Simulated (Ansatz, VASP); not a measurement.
## Two plane-wave programs on Ge2Sb2Te

```
CELL_PARAMETERS angstrom
4.11235 0.00000 0.00000
-2.05617 3.56140 0.00000
0.00000 0.00000 7.36941
ATOMIC_POSITIONS crystal
Ge 0.66667 0.33333 0.80068
Ge 0.33333 0.66667 0.19932
Sb 0.66667 0.33333 0.35374
Sb 0.33333 0.66667 0.64626
Te 0.00000 0.00000 0.00000
```

Change from the starting cell: species swapped into the Li2MnN2 type (P-3m1, No. 164).

Alike in both runs: task single point; functional PBE; k mesh 6 × 6 × 4; occupations gaussian, width 0.1 eV; no spin polarisation.

|  | VASP | Ansatz |
| --- | --- | --- |
| version | VASP 6.6.1 | Ansatz 0.2.0 |
| potentials or method | VASP PAW PBE potentials, release 64 (Ge_d, Sb, Te), cutoff 520 eV | scalar-relativistic, plane waves, PAW |
| valence electrons in the cell | 44 | 74 |

```csv
,VASP,Ansatz,Ansatz less VASP
gap on the k mesh at the Fermi level (eV),none,none,-
pressure (GPa),21.1,21.0,-0.08
"traceless stress, the component that is largest in VASP (GPa)",3.58,3.64,+0.065
rms of the force components (eV/Å),0.498,0.491,-0.0070
```

Atom by atom the forces differ by 0.007 eV/Å (rms over components). A gap of «none» marks a metal or a gap that the smearing closes. VASP's potentials hold 44 valence electrons a cell and Ansatz's 74, so a difference there can come from the potentials and not from the codes.

Neither program's run includes spin-orbit coupling.
